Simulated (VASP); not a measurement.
**Si: single point with RPBE**

Crystal: Si.

```
Si
1.0
     2.76639    0.00000    0.00000
    -1.38319    2.39576    0.00000
     0.00000    0.00000    9.17635
Si
4
Direct
  0.00000 0.00000 0.00000
  0.00000 0.00000 0.50000
  0.33333 0.66667 0.25000
  0.66667 0.33333 0.75000
```

This isn't the form of Si at room conditions, which is diamond.

```json
{
 "Program": "VASP 6.6.1",
 "Task": "single point",
 "Functional": "RPBE",
 "Potentials or basis": "VASP PAW PBE potentials, release 64 (Si)",
 "Cutoff": "520 eV",
 "k mesh": "15 × 15 × 4",
 "Occupations": "fermi-dirac, width 0.1 eV",
 "Spin": "no spin polarisation",
 "Dipole correction": "no",
 "Further INCAR settings": "ALGO = Normal; EDIFF = 1e-06; NBANDS = 16"
}
```

```yaml
Pressure: -3.4 GPa
Band_gap_on_the_k_mesh: zero (bands 8 and 9 overlap by 11.95 eV)
```

Stress tensor (GPa, compression positive):
```
-4.03  0.00  0.00
 0.00 -4.03  0.00
 0.00  0.00 -2.18
```

Levels at points of the mesh, in eV from the Fermi level:
| k point | band 5 | band 6 | band 7 | band 8 | band 9 | band 10 | band 11 | band 12 |
| --- | --- | --- | --- | --- | --- | --- | --- | --- |
| (0.00, 0.00, 0.00) | -6.70 | 0.99 | 0.99 | 8.18 | 8.18 | 8.74 | 8.74 | 9.35 |
| (0.00, 0.00, 0.50) | -3.42 | -3.42 | 5.95 | 5.95 | 8.43 | 8.43 | 8.43 | 8.43 |

Wall time 53 s on 1 thread of Intel(R) Xeon(R) Platinum 8375C CPU @ 2.90GHz (Ice Lake), with other jobs on the host, peak memory 0.21 GiB.

Caveat: the cell stands under tension; the PAW data sets were made with another functional, which shifts forces and pressure a little.
